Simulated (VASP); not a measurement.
# AlNi3 (Pm-3m) in VASP: a series of runs

AlNi3 is run at these levels: PBE; tasks: single point.

All numbers are computed with VASP 6.6.1; they aren't measurements. Logs are shortened: lines on timing, memory, paths and dates and some standing lists are left out, and cuts for length are marked.

## 1. The cell of the first run

Symmetry: Pm-3m, No. 221, cubic system. Conventional cell: a = 3.518 Å, b = 3.518 Å, c = 3.518 Å, α = 90.00°, β = 90.00°, γ = 90.00°. Al (site symmetry m-3m) has 12 Ni at 2.49 Å within 3.3 Å. Ni (site symmetry 4/mmm) has 4 Al at 2.49 Å and 8 Ni at 2.49 Å within 3.3 Å.

## 2. Single point, PBE, collinear spin, ferromagnetic start (volume scaled by 0.960)

Contents of INCAR:

```
SYSTEM = AlNi3
PREC     = Accurate       ! precision mode
ENCUT    = 520            ! plane-wave cutoff, eV
EDIFF    = 1E-7           ! SCF threshold, eV
ISMEAR   = 0              ! smearing method
SIGMA    = 0.05           ! smearing width, eV
LREAL    = .False.        ! projectors in reciprocal space
LASPH    = .True.         ! aspherical terms in the spheres
NELM     = 150            ! most SCF steps
ALGO     = Fast           ! electronic algorithm
ISIF     = 2              ! what is computed and relaxed
LWAVE    = .False.        ! write WAVECAR
LCHARG   = .False.        ! write CHGCAR
ISPIN    = 2              ! spin polarisation
MAGMOM   = 0 0.31 0.31 0.31 ! initial moments
LORBIT   = 11             ! projections on sites
LMAXMIX  = 4              ! l up to which the mixer works
GGA      = PE             ! functional
NBANDS   = 28             ! bands
```

Contents of KPOINTS:

```
Automatic mesh
0
Gamma
  12 12 12
  0 0 0
```

Contents of POSCAR:

```
AlNi3
1.0
    3.5183860980      0.0000000000      0.0000000000
    0.0000000000      3.5183860980      0.0000000000
    0.0000000000      0.0000000000      3.5183860980
Al Ni
1 3
Direct
    0.0000000000      0.0000000000      0.0000000000
    0.0000000000      0.5000000000      0.5000000000
    0.5000000000      0.0000000000      0.5000000000
    0.5000000000      0.5000000000      0.0000000000
```

Potentials or basis: VASP PAW PBE potentials, release 64 (Al, Ni).

Command:

```console
$ cat potpaw_PBE.64/Al/POTCAR potpaw_PBE.64/Ni/POTCAR > POTCAR
$ mpirun -np 1 vasp_std > vasp.out
```

OUTCAR:

```text
SYSTEM = AlNi3
   PREC = Accurate
   ENCUT = 520
   EDIFF = 1E-7
   ISMEAR = 0
   LREAL = .False.
   LASPH = .True.
   NELM = 150
   ISIF = 2
   ISPIN = 2
   LORBIT = 11
   GGA = PE

 ion  position               nearest neighbor table
   1  0.000  0.000  0.000-   2 2.49   3 2.49   4 2.49   2 2.49   3 2.49   2 2.49   4 2.49   2 2.49
                             3 2.49   4 2.49   3 2.49   4 2.49
   2  0.000  0.500  0.500-   1 2.49   3 2.49   4 2.49   1 2.49   4 2.49   1 2.49   3 2.49   1 2.49
                             3 2.49   4 2.49   4 2.49   3 2.49
   3  0.500  0.000  0.500-   1 2.49   2 2.49   4 2.49   1 2.49   4 2.49   2 2.49   4 2.49   4 2.49
                             1 2.49   2 2.49   1 2.49   2 2.49
   4  0.500  0.500  0.000-   1 2.49   2 2.49   3 2.49   2 2.49   3 2.49   1 2.49   3 2.49   3 2.49
                             1 2.49   2 2.49   2 2.49   1 2.49

  LATTYP: Found a simple cubic cell.
 ALAT       =     3.5183860980

  Lattice vectors:

 A1 = (   3.5183860980,   0.0000000000,   0.0000000000)
 A2 = (   0.0000000000,   3.5183860980,   0.0000000000)
 A3 = (   0.0000000000,   0.0000000000,   3.5183860980)

Analysis of symmetry for initial positions (statically):
=====================================================================
 Subroutine PRICEL returns:
 Original cell was already a primitive cell.

 Routine SETGRP: Setting up the symmetry group for a
 simple cubic supercell.

 Subroutine GETGRP returns: Found 48 space group operations
 (whereof 48 operations were pure point group operations)
 out of a pool of 48 trial point group operations.

The static configuration has the point symmetry O_h .

Analysis of symmetry for dynamics (positions and initial velocities):
=====================================================================
 Subroutine PRICEL returns:
 Original cell was already a primitive cell.

 Routine SETGRP: Setting up the symmetry group for a
 simple cubic supercell.

 Subroutine GETGRP returns: Found 48 space group operations
 (whereof 48 operations were pure point group operations)
 out of a pool of 48 trial point group operations.

The dynamic configuration has the point symmetry O_h .

Analysis of structural, dynamic, and magnetic symmetry:
=====================================================================
 Subroutine PRICEL returns:
 Original cell was already a primitive cell.

 Routine SETGRP: Setting up the symmetry group for a
 simple cubic supercell.

 Subroutine GETGRP returns: Found 48 space group operations
 (whereof 48 operations were pure point group operations)
 out of a pool of 48 trial point group operations.

The overall configuration has the point symmetry O_h .

 Subroutine INISYM returns: Found 48 space group operations
 (whereof 48 operations are pure point group operations),
 and found     1 'primitive' translations

----------------------------------------------------------------------------------------

                                     Primitive cell

  volume of cell :      43.5542

  direct lattice vectors                    reciprocal lattice vectors
     3.518386098  0.000000000  0.000000000     0.284221223  0.000000000  0.000000000
     0.000000000  3.518386098  0.000000000     0.000000000  0.284221223  0.000000000
     0.000000000  0.000000000  3.518386098     0.000000000  0.000000000  0.284221223

  length of vectors
     3.518386098  3.518386098  3.518386098     0.284221223  0.284221223  0.284221223

  position of ions in fractional coordinates (direct lattice)
     0.000000000  0.000000000  0.000000000
     0.000000000  0.500000000  0.500000000
     0.500000000  0.000000000  0.500000000
     0.500000000  0.500000000  0.000000000

  ion indices of the primitive-cell ions
   primitive index   ion index
                 1           1
                 2           2
                 3           3
                 4           4

----------------------------------------------------------------------------------------

 KPOINTS: Automatic mesh

Automatic generation of k-mesh.
 Grid dimensions read from file:
 generate k-points for:   12   12   12

 Generating k-lattice:

  Cartesian coordinates                     Fractional coordinates (reciprocal lattice)
     0.023685102  0.000000000  0.000000000     0.083333333  0.000000000  0.000000000
     0.000000000  0.023685102  0.000000000     0.000000000  0.083333333  0.000000000
     0.000000000  0.000000000  0.023685102     0.000000000  0.000000000  0.083333333

  Length of vectors
     0.023685102  0.023685102  0.023685102

  Shift w.r.t. Gamma in fractional coordinates (k-lattice)
     0.000000000  0.000000000  0.000000000

 Subroutine IBZKPT returns following result:
 ===========================================

 Found     84 irreducible k-points:

 Following reciprocal coordinates:
            Coordinates               Weight
  0.000000  0.000000  0.000000      1.000000
  0.083333  0.000000  0.000000      6.000000
  0.166667  0.000000  0.000000      6.000000
  0.250000  0.000000  0.000000      6.000000
  0.333333  0.000000  0.000000      6.000000
  0.416667  0.000000  0.000000      6.000000
[... 16 lines left out ...]
  0.333333  0.333333  0.000000     12.000000
  0.416667  0.333333  0.000000     24.000000
 [... further k-points ...]
   k-points           NKPTS =     84   k-points in BZ     NKDIM =     84   number of bands    NBANDS=     28
   number of dos      NEDOS =    301   number of ions     NIONS =      4
   total plane-waves  NPLWV =  21952
   dimension x,y,z NGX =    28 NGY =   28 NGZ =   28
   dimension x,y,z NGXF=    56 NGYF=   56 NGZF=   56
   ions per type =               1   3
   NGX,Y,Z   is equivalent  to a cutoff of  13.23, 13.23, 13.23 a.u.
   NGXF,Y,Z  is equivalent  to a cutoff of  26.46, 26.46, 26.46 a.u.
 SYSTEM =  AlNi3
   PREC   = accura    normal or accurate (medium, high low for compatibility)
   ISTART =      0    job   : 0-new  1-cont  2-samecut
   ICHARG =      2    charge: 1-file 2-atom 10-const
   ISPIN  =      2    spin polarized calculation?
   LNONCOLLINEAR =      F non collinear calculations
   LSORBIT =      F    spin-orbit coupling
   LASPH  =      T    aspherical Exc in radial PAW
   ENCUT  =  520.0 eV  38.22 Ry    6.18 a.u.   6.54  6.54  6.54*2*pi/ulx,y,z
   NELM   =    150;   NELMIN=  2; NELMDL= -5     # of ELM steps
   EDIFF  = 0.1E-06   stopping-criterion for ELM
   LREAL  =      F    real-space projection
   EDIFFG = 0.1E-05   stopping-criterion for IOM
   NSW    =      0    number of steps for IOM
   IBRION =     -1    ionic relax: 0-MD 1-quasi-New 2-CG
   NFREE  =      0    steps in history (QN), initial steepest desc. (CG)
   ISIF   =      2    stress and relaxation
   ISYM   =      2    0-nonsym 1-usesym 2-fastsym
   POTIM  = 0.5000    time-step for ionic-motion
   TEBEG  =    0.0;   TEEND  =   0.0 temperature during run
   PSTRESS=    0.0 pullay stress
   NELECT =      33.0000    total number of electrons
   NUPDOWN=      -1.0000    fix difference up-down
   EMIN   =  10.00;   EMAX   =-10.00  energy-range for DOS
   EFERMI =   0.00;   METHOD = LEGACY
   ISMEAR =     0;   SIGMA  =   0.05  broadening in eV -4-tet -1-fermi 0-gaus
   EFERMI_NEDOS =   21; number of points for ismear=-14 and -15
   IALGO  =     68    algorithm
   IMIX   =      4    mixing-type and parameters
     AMIX     =   0.40;   BMIX     =  1.00
     AMIX_MAG =   1.60;   BMIX_MAG =  1.00
  volume/ion in A,a.u.               =      10.89        73.48
  Fermi-wavevector in a.u.,A,eV,Ry     =   1.492460  2.820340 30.306111  2.227436
  Thomas-Fermi vector in A             =   2.604985
   LORBIT       =     11    0 simple, 1 ext, 2 COOP (PROOUT), +10 PAW based schemes
   GGA     = PE    functional components
   LHFCALC =     F    Hartree Fock is set to
   AEXX    =    0.0000 exact exchange contribution
   IVDW    =     0    specifies the selected vdW correction
   LEPSILON=     F    determine dielectric tensor
   LRPA    =     F    only Hartree local field effects (RPA)
 spin polarized calculation
 RMM-DIIS sequential band-by-band and
 Gauss-broadening in eV      SIGMA  =   0.05
  energy-cutoff  :      520.00
  volume of cell :       43.55
 maximum number of plane-waves:      1208
 NGX is ok and might be reduce to    28
   NGX = 13   NGY = 13   NGZ = 13

 number of electron      32.9999980 magnetization       0.7094078

 Free energy of the ion-electron system (eV)
  ---------------------------------------------------
  ext. energy  EPLUGINS =         0.00000000
  ---------------------------------------------------
  free energy    TOTEN  =       -21.85528511 eV

  energy without entropy =      -21.85154530  energy(sigma->0) =      -21.85341520

 E-fermi :   9.9972     XC(G=0): -12.8757

 val. band max:        9.9954852076   @ k =   0.5000   0.3333   0.2500
 cond. band min:       9.9995313021   @ k =   0.0000   0.0000   0.0000
 fundamental gap:      0.0040460945
 Fermi energy:         9.9972012553

 spin component 1

 k-point     1 :       0.0000    0.0000    0.0000
  band No.  band energies     occupation
      1      -0.2071      1.00000
      2       5.4864      1.00000
      3       6.1738      1.00000
      4       6.1738      1.00000
      5       6.5375      1.00000
      6       6.5375      1.00000
[... 20 lines left out ...]
     27      24.2560      0.00000
[... 691 lines left out ...]
      6       7.1626      1.00000
[... 20 lines left out ...]
     27      23.6850      0.00000
     28      24.0421      0.00000

 [... further k-points ...]

 spin component 2

 k-point     1 :       0.0000    0.0000    0.0000
  band No.  band energies     occupation
      1      -0.2374      1.00000
      2       5.5621      1.00000
      3       6.3236      1.00000
      4       6.3236      1.00000
      5       6.8242      1.00000
      6       6.8242      1.00000
[... 20 lines left out ...]
     27      24.2543      0.00000
[... 691 lines left out ...]
      6       7.4372      1.00000
[... 20 lines left out ...]
     27      23.6648      0.00000
     28      24.0551      0.00000

 [... further k-points ...]
[... 5 lines left out ...]
  --------------------------------------------------------------------------------------
  -------------------------------------------------------------------------------------
  Total        2.2086807      2.2086807      2.2086807     -0.0000000      0.0000000      0.0000000
  in kB       81.2480660     81.2480660     81.2480660     -0.0000000      0.0000000      0.0000000
  external PRESSURE =      81.2480660 kB  Pullay stress =       0.0000000 kB

 VOLUME and BASIS-vectors are now :
 -----------------------------------------------------------------------------
  energy-cutoff  :      520.00
  volume of cell :       43.55
      direct lattice vectors                 reciprocal lattice vectors
     3.518386098  0.000000000  0.000000000     0.284221223  0.000000000  0.000000000
     0.000000000  3.518386098  0.000000000     0.000000000  0.284221223  0.000000000
     0.000000000  0.000000000  3.518386098     0.000000000  0.000000000  0.284221223

 POSITION                                       TOTAL-FORCE (eV/Angst)
 -----------------------------------------------------------------------------------
      0.00000      0.00000      0.00000         0.000000      0.000000      0.000000
      0.00000      1.75919      1.75919         0.000000      0.000000      0.000000
      1.75919      0.00000      1.75919         0.000000      0.000000      0.000000
      1.75919      1.75919      0.00000         0.000000      0.000000      0.000000
 -----------------------------------------------------------------------------------
    total drift:                                0.000000      0.000000      0.000000

  FREE ENERGIE OF THE ION-ELECTRON SYSTEM (eV)
  ---------------------------------------------------
  free  energy   TOTEN  =       -21.8552851071 eV

  energy  without entropy=      -21.8515452960  energy(sigma->0) =      -21.85341520

 total charge

# of ion       s       p       d       tot
------------------------------------------
    1        0.413   0.407   0.000   0.820
    2        0.509   0.550   8.397   9.456
    3        0.509   0.550   8.397   9.456
    4        0.509   0.550   8.397   9.456
--------------------------------------------------
tot          1.939   2.056  25.191  29.187

 magnetization (x)

# of ion       s       p       d       tot
------------------------------------------
    1       -0.001  -0.008   0.000  -0.009
    2       -0.003  -0.010   0.266   0.252
    3       -0.003  -0.010   0.266   0.252
    4       -0.003  -0.010   0.266   0.252
--------------------------------------------------
tot         -0.010  -0.039   0.797   0.748
```

It took 4.5 min on 1 thread of Oxide Virtual Turin-like, shared host; peak memory 0.24 GiB.

What came out:

```
Free energy                                           : -21.8553 eV
Pressure                                              : 8.1 GPa
Net moment                                            : 0.71 μB per cell
Site moments                                          : Al -0.01; Ni +0.25 μB
Valence electrons inside the program's atomic spheres : Al 0.82; Ni 9.46
```

(Continued in part 2 of 2.)
